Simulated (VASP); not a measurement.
# Si3C2 (P-62m) in VASP: notebook

The runs below take Si3C2 through single point, with PBE.

Everything below comes from runs of VASP 6.6.1. Logs are shortened: lines on timing, memory, paths and dates and some standing lists are left out, and cuts for length are marked.

### 1 The cell of the first run

Symmetry: P-62m, No. 189, hexagonal system. The conventional cell has a = 4.756 Å, b = 4.756 Å, c = 2.764 Å, α = 90.00°, β = 90.00°, γ = 120.00°. Within 2.8 Å of Si (site symmetry m2m) lie 4 C at 2.06 Å and 6 Si at 2.65 to 2.76 Å. C (site symmetry -6) has 6 Si at 2.06 Å and 5 C at 2.75 to 2.76 Å within 2.8 Å.

The cell was generated, and may not be a known phase.

### 2 Single point, PBE

File INCAR:

```
ALGO     = Normal         # electronic algorithm
EDIFF    = 1E-7           # SCF threshold, eV
ENCUT    = 520            # plane-wave cutoff, eV
GGA      = PE             # functional
ISIF     = 2              # what is computed and relaxed
ISMEAR   = 0              # smearing method
LASPH    = True           # aspherical terms in the spheres
LCHARG   = False          # write CHGCAR
LREAL    = False          # projectors in reciprocal space
LWAVE    = False          # write WAVECAR
NBANDS   = 18             # bands
NELM     = 100            # most SCF steps
PREC     = Accurate       # precision mode
SIGMA    = 0.1            # smearing width, eV
```

File KPOINTS:

```
k-points
0
Gamma
  6 6 4
```

File POSCAR:

```
Si3C2
1.0
    4.7564768133     -0.0000000033      0.0000000000
   -2.3782384038      4.1192297545      0.0000000000
    0.0000000000      0.0000000000      2.7635096153
Si C
3 2
Direct
    0.3590167296      0.0000000000      0.0000000000
    0.0000000000      0.3590167296      0.0000000000
    0.6409832704      0.6409832704      0.0000000000
    0.3333333333      0.6666666667      0.5000000000
    0.6666666667      0.3333333333      0.5000000000
```

Potentials or basis: VASP PAW PBE potentials, release 64 (Si, C).

The run is started by

```sh
cat potpaw_PBE.64/Si/POTCAR potpaw_PBE.64/C/POTCAR > POTCAR
mpirun -np 1 vasp_std > vasp.out
```

OUTCAR:

```text
EDIFF = 1E-7
   ENCUT = 520
   GGA = PE
   ISIF = 2
   ISMEAR = 0
   LASPH = True
   LREAL = False
   NELM = 100
   PREC = Accurate

 ion  position               nearest neighbor table
   1  0.359  0.000  0.000-   4 2.06   4 2.06   5 2.06   5 2.06   2 2.65   3 2.65   2 2.65   3 2.65
                             3 2.96   2 2.96
   2  0.000  0.359  0.000-   5 2.06   5 2.06   4 2.06   4 2.06   3 2.65   1 2.65   3 2.65   1 2.65
                             1 2.96   3 2.96
   3  0.641  0.641  0.000-   4 2.06   4 2.06   5 2.06   5 2.06   2 2.65   2 2.65   1 2.65   1 2.65
                             1 2.96   2 2.96
   4  0.333  0.667  0.500-   1 2.06   1 2.06   2 2.06   2 2.06   3 2.06   3 2.06
   5  0.667  0.333  0.500-   2 2.06   2 2.06   1 2.06   1 2.06   3 2.06   3 2.06

  LATTYP: Found a hexagonal cell.
 ALAT       =     4.7564768133
 C/A-ratio  =     0.5809992824

  Lattice vectors:

 A1 = (   4.7564768133,  -0.0000000033,   0.0000000000)
 A2 = (  -2.3782384038,   4.1192297545,   0.0000000000)
 A3 = (   0.0000000000,   0.0000000000,   2.7635096153)

Analysis of symmetry for initial positions (statically):
=====================================================================
 Subroutine PRICEL returns:
 Original cell was already a primitive cell.

 Routine SETGRP: Setting up the symmetry group for a
 hexagonal supercell.

 Subroutine GETGRP returns: Found 12 space group operations
 (whereof 12 operations were pure point group operations)
 out of a pool of 24 trial point group operations.

The static configuration has the point symmetry D_3h.

Analysis of symmetry for dynamics (positions and initial velocities):
=====================================================================
 Subroutine PRICEL returns:
 Original cell was already a primitive cell.

 Routine SETGRP: Setting up the symmetry group for a
 hexagonal supercell.

 Subroutine GETGRP returns: Found 12 space group operations
 (whereof 12 operations were pure point group operations)
 out of a pool of 24 trial point group operations.

The dynamic configuration has the point symmetry D_3h.

 Subroutine INISYM returns: Found 12 space group operations
 (whereof 12 operations are pure point group operations),
 and found     1 'primitive' translations

----------------------------------------------------------------------------------------

[... 95 lines left out ...]
   LREAL  =      F    real-space projection
   EDIFFG = 0.1E-05   stopping-criterion for IOM
   NSW    =      0    number of steps for IOM
   IBRION =     -1    ionic relax: 0-MD 1-quasi-New 2-CG
   NFREE  =      0    steps in history (QN), initial steepest desc. (CG)
   ISIF   =      2    stress and relaxation
   ISYM   =      2    0-nonsym 1-usesym 2-fastsym
   POTIM  = 0.5000    time-step for ionic-motion
   TEBEG  =    0.0;   TEEND  =   0.0 temperature during run
   PSTRESS=    0.0 pullay stress
   NELECT =      20.0000    total number of electrons
   NUPDOWN=      -1.0000    fix difference up-down
   EMIN   =  10.00;   EMAX   =-10.00  energy-range for DOS
   EFERMI =   0.00;   METHOD = LEGACY
   ISMEAR =     0;   SIGMA  =   0.10  broadening in eV -4-tet -1-fermi 0-gaus
   EFERMI_NEDOS =   21; number of points for ismear=-14 and -15
   IALGO  =     38    algorithm
   IMIX   =      4    mixing-type and parameters
     AMIX     =   0.40;   BMIX     =  1.00
     AMIX_MAG =   1.60;   BMIX_MAG =  1.00
  volume/ion in A,a.u.               =      10.83        73.08
  Fermi-wavevector in a.u.,A,eV,Ry     =   1.174620  2.219710 18.772394  1.379732
  Thomas-Fermi vector in A             =   2.311014
   LORBIT       =      0    0 simple, 1 ext, 2 COOP (PROOUT), +10 PAW based schemes
   GGA     = PE    functional components
   LHFCALC =     F    Hartree Fock is set to
   AEXX    =    0.0000 exact exchange contribution
   IVDW    =     0    specifies the selected vdW correction
   LEPSILON=     F    determine dielectric tensor
   LRPA    =     F    only Hartree local field effects (RPA)
 non-spin polarized calculation
 Gauss-broadening in eV      SIGMA  =   0.10
  energy-cutoff  :      520.00
  volume of cell :       54.15
 maximum number of plane-waves:      1498
 NGX is ok and might be reduce to    36
   NGX = 17   NGY = 17   NGZ = 11

 number of electron      20.0000001 magnetization

 Free energy of the ion-electron system (eV)
  ---------------------------------------------------
  ext. energy  EPLUGINS =         0.00000000
  ---------------------------------------------------
  free energy    TOTEN  =       -29.55952770 eV

  energy without entropy =      -29.55189563  energy(sigma->0) =      -29.55571167

 E-fermi :  10.3150     XC(G=0): -11.5687

 val. band max:       10.2666775579   @ k =   0.3333   0.1667   0.2500
 cond. band min:      10.5473482347   @ k =   0.1667  -0.0000   0.5000
 fundamental gap:      0.2806706768
 Fermi energy:        10.3149691098

 k-point     1 :       0.0000    0.0000    0.0000
  band No.  band energies     occupation
      1      -7.1871      2.00000
      2      -2.5574      2.00000
      3       0.8829      2.00000
      4       0.8829      2.00000
      5       3.6852      2.00000
      6       3.6852      2.00000
[... 418 lines left out ...]
      5       2.7492      2.00000
      6       3.5286      2.00000
[... 10 lines left out ...]
     17      16.6697      0.00000
     18      16.6697      0.00000

------------------------ aborting loop because EDIFF is reached ----------------------------------------

  FORCE on cell =-STRESS in cart. coord.  units (eV):
  Direction    XX          YY          ZZ          XY          YZ          ZX
  --------------------------------------------------------------------------------------
  -------------------------------------------------------------------------------------
  Total       -0.0229866     -0.0229866      0.0430466      0.0000000     -0.0000000      0.0000000
  in kB       -0.6801796     -0.6801796      1.2737590      0.0000000     -0.0000000      0.0000000
  external PRESSURE =      -0.0288667 kB  Pullay stress =       0.0000000 kB

 VOLUME and BASIS-vectors are now :
 -----------------------------------------------------------------------------
  energy-cutoff  :      520.00
  volume of cell :       54.15
      direct lattice vectors                 reciprocal lattice vectors
     4.756476813 -0.000000003  0.000000000     0.210239646  0.121381916  0.000000000
    -2.378238404  4.119229755  0.000000000     0.000000000  0.242763832  0.000000000
     0.000000000  0.000000000  2.763509615     0.000000000  0.000000000  0.361858701

 POSITION                                       TOTAL-FORCE (eV/Angst)
 -----------------------------------------------------------------------------------
      1.70765     -0.00000      0.00000         0.007198     -0.000000     -0.000000
     -0.85383      1.47887      0.00000        -0.003599      0.006233      0.000000
      1.52441      2.64036      0.00000        -0.003599     -0.006233      0.000000
      0.00000      2.74615      1.38175         0.000000     -0.000000     -0.000000
      2.37824      1.37308      1.38175         0.000000      0.000000     -0.000000
 -----------------------------------------------------------------------------------
    total drift:                               -0.000000     -0.000000     -0.000000

  FREE ENERGIE OF THE ION-ELECTRON SYSTEM (eV)
  ---------------------------------------------------
  free  energy   TOTEN  =       -29.5595276987 eV

  energy  without entropy=      -29.5518956320  energy(sigma->0) =      -29.55571167
```

stdout:

```text
POSCAR found type information on POSCAR SiC
 POSCAR found :  2 types and       5 ions
 scaLAPACK will be used
 LDA part: xc-table for (Slater+PW92), standard interpolation
 POSCAR, INCAR and KPOINTS ok, starting setup
 FFT: planning ... GRIDC
 FFT: planning ... GRID_SOFT
 FFT: planning ... GRID
 WAVECAR not read
 entering main loop
```

Run time: 11 s. Hardware: 1 thread of Intel Xeon Platinum 8488C (Sapphire Rapids), shared host; peak memory 0.16 GiB.

Results:

- Free energy: -29.5595 eV
- Pressure: 0.0 GPa
- Largest force: 0.007 eV/Å
- Band gap on the k mesh: zero (bands 10 and 11 overlap by 4.71 eV)

Forces in eV/Å, atoms in the order of the input:
```
Si   0.007  0.000  0.000
Si  -0.004  0.006  0.000
Si  -0.004 -0.006  0.000
C    0.000  0.000  0.000
C    0.000  0.000  0.000
```

Stress tensor (GPa, compression positive):
```
-0.07  0.00  0.00
 0.00 -0.07  0.00
 0.00  0.00  0.13
```

Caveat: the k points lie up to 0.57 Å⁻¹ apart, too coarse for converged energies and pressures of a metal.

### 3 Single point, PBE

This run uses another cell than the first one, of 11.01 Å³/atom.

File INCAR:

```
SYSTEM = Si3C2
PREC = Accurate
ENCUT = 520
EDIFF = 1E-6
ISMEAR = 0
SIGMA = 0.1
LREAL = .False.
LASPH = .True.
NELM = 100
ALGO = Normal
ISIF = 2
LWAVE = .False.
LCHARG = .True.
GGA = PE
LELF = .True.
LVHAR = .True.
NBANDS = 18
```

File KPOINTS:

```
regular mesh
0
Gamma
  6 6 6
  0 0 0
```

File POSCAR:

```
Si3C2
1.0
    4.7950664989      0.0000000000      0.0000000000
   -2.3975332494      4.1526494009      0.0000000000
    0.0000000000      0.0000000000      2.7657912361
Si C
3 2
Direct
    0.3648458104      0.0000000000      0.0000000000
    0.0000000000      0.3648458104      0.0000000000
    0.6351541896      0.6351541896      0.0000000000
    0.3333333333      0.6666666667      0.5000000000
    0.6666666667      0.3333333333      0.5000000000
```

Potentials or basis: VASP PAW PBE potentials, release 64 (Si, C).

The run is started by

```sh
cat potpaw_PBE.64/Si/POTCAR potpaw_PBE.64/C/POTCAR > POTCAR
mpirun -np 1 vasp_std > vasp.out
```

Run time: 14 s. Hardware: 1 thread of Intel Xeon Platinum 8488C (Sapphire Rapids), shared host; peak memory 0.17 GiB.

The run converged. Its results:

```yaml
Free_energy: -29.9329 eV
Pressure: 0.0 GPa
Largest_force: 0.007 eV/Å
Band_gap_on_the_k_mesh: zero (bands 10 and 11 overlap by 4.44 eV)
```

Forces in eV/Å, atoms in the order of the input:
```
Si   0.007  0.000  0.000
Si  -0.003  0.006  0.000
Si  -0.003 -0.006  0.000
C    0.000  0.000  0.000
C    0.000  0.000  0.000
```

Stress tensor (GPa, compression positive):
```
-0.18  0.00  0.00
 0.00 -0.18  0.00
 0.00  0.00  0.34
```

Levels at points of the mesh, in eV from the Fermi level:
```tsv
k point	band 8	band 9	band 10	band 11	band 12	band 13
(0.00, 0.00, 0.00)	-3.06	-0.91	2.30	2.30	2.33	6.75
(0.50, 0.00, 0.00)	-2.44	-1.76	-0.52	0.70	2.90	3.62
(0.00, 0.00, 0.50)	-3.04	-2.72	-2.72	-2.12	-1.97	-1.97
(0.50, 0.00, 0.50)	-4.53	-2.39	-1.18	0.75	2.21	2.51
```

Caveat: the k points lie up to 0.38 Å⁻¹ apart, too coarse for converged energies and pressures of a metal.

### 4 Single point, PBE

This run uses another cell than the first one, of 16.87 Å³/atom.

File INCAR:

```
SYSTEM = Si3C2
  PREC = Accurate
  ENCUT = 520
  EDIFF = 1E-6
  ISMEAR = 0
  SIGMA = 0.1
  LREAL = .False.
  LASPH = .True.
  NELM = 80
  ALGO = Normal
  ISIF = 2
  LWAVE = .False.
  LCHARG = .False.
  GGA = PE
  NBANDS = 18
```

File KPOINTS:

```
regular mesh
0
Gamma
  6 6 4
  0 0 0
```

File POSCAR:

```
Si3C2
1.0
    4.1451721100      0.0000000000      0.0000000000
   -2.0725860500      3.5898243500      0.0000000000
    0.0000000000      0.0000000000      5.6701418200
Si C
3 2
Direct
    0.2273924100      0.0000000000      0.0000000000
    0.0000000000      0.2273924100      0.0000000000
    0.7726075900      0.7726075900      0.0000000000
    0.3333333300      0.6666666700      0.5000000000
    0.6666666700      0.3333333300      0.5000000000
```

The run is started by

```sh
cat potpaw_PBE.64/Si/POTCAR potpaw_PBE.64/C/POTCAR > POTCAR
mpirun -np 1 vasp_std > vasp.out
```

Run time: 19 s. Hardware: 1 thread of Intel Xeon Platinum 8488C (Sapphire Rapids), shared host; peak memory 0.19 GiB.

The run converged. Its results:

* Free energy: -4.7780 eV
* Pressure: 58.5 GPa
* Largest force: 42.041 eV/Å
* Band gap on the k mesh: zero (bands 10 and 11 overlap by 1.15 eV)

Forces on the atoms (eV/Å):
```
Si   42.041   0.000   0.000
Si  -21.021  36.409   0.000
Si  -21.021 -36.409   0.000
C     0.000   0.000   0.000
C     0.000   0.000   0.000
```

Stress tensor (GPa, compression positive):
```
 93.12   0.00   0.00
  0.00  93.12   0.00
  0.00   0.00 -10.85
```

Levels at points of the mesh, in eV from the Fermi level:
| k point | band 6 | band 7 | band 8 | band 9 | band 10 | band 11 | band 12 | band 13 | band 14 | band 15 |
| --- | --- | --- | --- | --- | --- | --- | --- | --- | --- | --- |
| (0.00, 0.00, 0.00) | -4.15 | -4.15 | -1.41 | -1.41 | -0.33 | 0.07 | 0.07 | 1.56 | 1.82 | 2.78 |
| (0.50, 0.00, 0.00) | -4.47 | -3.92 | -2.16 | -1.53 | -0.39 | 0.40 | 2.72 | 2.80 | 3.23 | 3.30 |
| (0.00, 0.00, 0.50) | -4.12 | -4.12 | -1.03 | -1.03 | -0.96 | -0.48 | -0.48 | 0.54 | 2.23 | 2.23 |
| (0.50, 0.00, 0.50) | -4.30 | -4.24 | -1.89 | -0.09 | 0.23 | 0.72 | 1.11 | 2.27 | 3.04 | 3.34 |

Caveat: the stress differs along the axes, from -11 to 93 GPa; forces of over 1 eV/Å act on the atoms, so gaps and moduli don't describe the material at rest.

### 5 The runs side by side

| cell | k mesh | gap on the mesh (eV) | pressure (GPa) | largest force (eV/Å) |
| --- | --- | --- | --- | --- |
| a = 4.756, b = 4.756, c = 2.764 Å, angles 90.0, 90.0, 120.0°, 5 atoms, atomic positions A | 6 × 6 × 4 | none | 0.0 | 0.01 |
| a = 4.795, b = 4.795, c = 2.766 Å, angles 90.0, 90.0, 120.0°, 5 atoms, atomic positions B | 6 × 6 × 6 | none | 0.0 | 0.01 |
| a = 4.145, b = 4.145, c = 5.670 Å, angles 90.0, 90.0, 120.0°, 5 atoms, atomic positions C | 6 × 6 × 4 | none | 58.5 | 42.04 |

Alike in all rows: task single point; level PBE; potentials or basis VASP PAW PBE potentials, release 64 (Si, C); no spin polarisation; cutoff (eV) 520; smearing gaussian 0.1 eV.

Caveats: some runs use coarse meshes; the stress differs along the axes, from -11 to 93 GPa (at least some runs); forces of over 1 eV/Å act on the atoms, so gaps and moduli don't describe the material at rest (at least some runs).

Absolute energies hang on the potentials; compare differences alone.

The gap in the log of VASP goes by the Fermi energy; the results here count the filled bands.